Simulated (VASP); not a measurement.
Set up this calculation in VASP 6.6.1, as the native input.

```yaml
Task: single point
Functional: PBE-based screened hybrid with 25 % exact exchange
Potentials_or_basis: VASP PAW PBE potentials, release 64 (Sb)
Cutoff: 520 eV
k_mesh: 5 × 5 × 3
Occupations: fermi-dirac, width 0.05 eV
Spin: no spin polarisation
Dipole_correction: no
Grid_for_exact_exchange_PRECFOCK: Normal
Share_of_exact_exchange: 0.25
Further_INCAR_settings: ALGO = Normal; EDIFF = 1e-07; NBANDS = 12
Screening_parameter: 0.2 1/Å
```

Sb:

```xyz
2
Lattice="3.3545 0.0000 0.0000 -1.6773 2.9051 0.0000 0.0000 0.0000 5.4702" Properties=species:S:1:pos:R:3 pbc="T T T"
Sb    1.6773    0.9684    4.1026
Sb    0.0000    1.9367    1.3675
```

This isn't the form of Sb at room conditions, which is rhombohedral.

The input as run:

POSCAR

```
Sb
1.0
    3.3545324186      0.0000000000      0.0000000000
   -1.6772662093      2.9051102923      0.0000000000
    0.0000000000      0.0000000000      5.4701606500
Sb
2
Direct
    0.6666666667      0.3333333333      0.7500000000
    0.3333333333      0.6666666667      0.2500000000
```

INCAR.step1

```
SYSTEM = Sb
PREC = Accurate
ENCUT = 520
EDIFF = 1E-5
ISMEAR = -1
SIGMA = 0.05
LREAL = .False.
LASPH = .True.
NELM = 80
ALGO = Normal
ISIF = 2
LWAVE = .True.
NBANDS = 12
GGA = PE
```

INCAR.step2

```
SYSTEM = Sb
PREC = Accurate
ENCUT = 520
EDIFF = 1E-7
ISMEAR = -1
SIGMA = 0.05
LREAL = .False.
LASPH = .True.
NELM = 80
ALGO = Normal
ISIF = 2
LWAVE = .False.
LCHARG = .True.
GGA = PE
LHFCALC = .True.
AEXX = 0.25
HFSCREEN = 0.2
PRECFOCK = Normal
LELF = .True.
LVHAR = .True.
NBANDS = 12
ISTART = 1
```

KPOINTS

```
regular mesh
0
Gamma
  5 5 3
  0 0 0
```

Potentials or basis: VASP PAW PBE potentials, release 64 (Sb).

Launch:

```bash
$ cat potpaw_PBE.64/Sb/POTCAR > POTCAR
$ cp INCAR.step1 INCAR
$ mpirun -np 1 vasp_std > vasp.out
$ cp INCAR.step2 INCAR
$ mpirun -np 1 vasp_std > vasp.out
```

Results of the run:

The pressure is -3.0 GPa and the band gap on the k mesh is zero (bands 5 and 6 overlap by 6.58 eV).

Caveat: the k points lie up to 0.43 Å⁻¹ apart, too coarse for converged energies and pressures of a metal; the PAW data sets were made with another functional, which shifts forces and pressure a little; spin-orbit coupling is left out, which moves the levels of the heavy elements.

It took 17 min on 1 thread of Intel Xeon 8259CL (shared host), peak memory 0.28 GiB.
